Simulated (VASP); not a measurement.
Wanted: the native input for a VASP 6.6.1 run.

| Quantity | Value |
| --- | --- |
| Task | single point |
| Functional | r2SCAN |
| Potentials or basis | VASP PAW PBE potentials, release 64 (Mg, O) |
| Cutoff | 520 eV |
| k mesh | 10 × 10 × 10 |
| Occupations | gaussian, width 0.01 eV |
| Spin | no spin polarisation |
| Dipole correction | no |
| Further INCAR settings | ALGO = Normal; EDIFF = 1e-07; NBANDS = 11 |

The system is MgO.

```xyz
2
Lattice="0.0062 2.1014 2.1014 2.1014 0.0062 2.1014 2.1014 2.1014 0.0062" Properties=species:S:1:pos:R:3 pbc="T T T"
Mg    0.0000    0.0000    0.0000
O     2.1046    2.1046    2.1046
```

This cell differs from its parent crystal: epitaxial 111 strain -0.3%.

These files were run (other wordings do the same):

POSCAR

```
MgO
1.0
    0.0062156338      2.1014458981      2.1014458981
    2.1014458981      0.0062156338      2.1014458981
    2.1014458981      2.1014458981      0.0062156338
Mg O
1 1
Direct
    0.0000000000      0.0000000000      0.0000000000
    0.5000000000      0.5000000000      0.5000000000
```

INCAR.step1

```
SYSTEM = MgO
PREC = Accurate
ENCUT = 520
ISMEAR = 0
SIGMA = 0.01
LREAL = .False.
LASPH = .True.
NELM = 100
NBANDS = 11
GGA = PE
ALGO = Normal
EDIFF = 1E-4
LWAVE = .True.
LCHARG = .False.
```

INCAR.step2

```
SYSTEM = MgO
PREC = Accurate
ENCUT = 520
EDIFF = 1E-7
ISMEAR = 0
SIGMA = 0.01
LREAL = .False.
LASPH = .True.
NELM = 100
ALGO = Normal
ISIF = 2
LWAVE = .False.
LCHARG = .False.
METAGGA = R2SCAN
LMIXTAU = .True.
NBANDS = 11
ISTART = 1
```

KPOINTS

```
regular mesh
0
Gamma
  10 10 10
  0 0 0
```

Potentials or basis: VASP PAW PBE potentials, release 64 (Mg, O).

Run with:

```sh
$ cat potpaw_PBE.64/Mg/POTCAR potpaw_PBE.64/O/POTCAR > POTCAR
$ cp INCAR.step1 INCAR
$ mpirun -np 1 vasp_std > vasp.out
$ cp INCAR.step2 INCAR
$ mpirun -np 1 vasp_std > vasp.out
```

It gave:

The pressure is -0.2 GPa and the band gap on the k mesh is 5.70 eV, direct.

Caveat: the cell differs from its parent crystal (epitaxial 111 strain -0.3%); the PAW data sets were made with another functional, which shifts forces and pressure a little.

It took 46 s on 1 thread of Intel Xeon 6975P-C, with other jobs on the host, peak memory 0.16 GiB.
